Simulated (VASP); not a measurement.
Input of a VASP 6.6.1 run:

INCAR

```
SYSTEM = TiB2
PREC = Accurate ; ENCUT = 520
EDIFF = 1E-6 ; ISMEAR = -1
SIGMA = 0.08 ; LREAL = .False.
LASPH = .True. ; NELM = 80
ALGO = Normal ; ISIF = 2
LWAVE = .False. ; LCHARG = .False.
GGA = PS ; NBANDS = 16
```

The input KPOINTS:

```
Automatic mesh
0
Gamma
  15 15 13
  0 0 0
```

Contents of POSCAR:

```
TiB2
1.0
    3.0291982016      0.0000000000      0.0000000000
   -1.5145991008      2.6233625957      0.0000000000
    0.0000000000      0.0000000000      3.1961160000
Ti B
1 2
Direct
    0.0000000000      0.0000000000      0.0000000000
    0.3333333333      0.6666666667      0.5000000000
    0.6666666667      0.3333333333      0.5000000000
```

Potentials or basis: VASP PAW PBE potentials, release 64 (Ti_sv, B).

Command:

```sh
$ cat potpaw_PBE.64/Ti_sv/POTCAR potpaw_PBE.64/B/POTCAR > POTCAR
$ mpirun -np 1 vasp_std > vasp.out
```

Q: Estimate the band gap on the k mesh.

A: Zero (band 9 reaches 10.31 eV, above the bottom of band 10 at 9.78 eV).

Q: What does it give for the pressure?

A: -2.6 GPa.

Stress tensor (GPa, compression positive):
```
-2.75  0.00  0.00
 0.00 -2.75  0.00
 0.00  0.00 -2.15
```

Caveat: the cell differs from its parent crystal (zz strain of -1 %); the PAW data sets were made with another functional, which shifts forces and pressure a little.
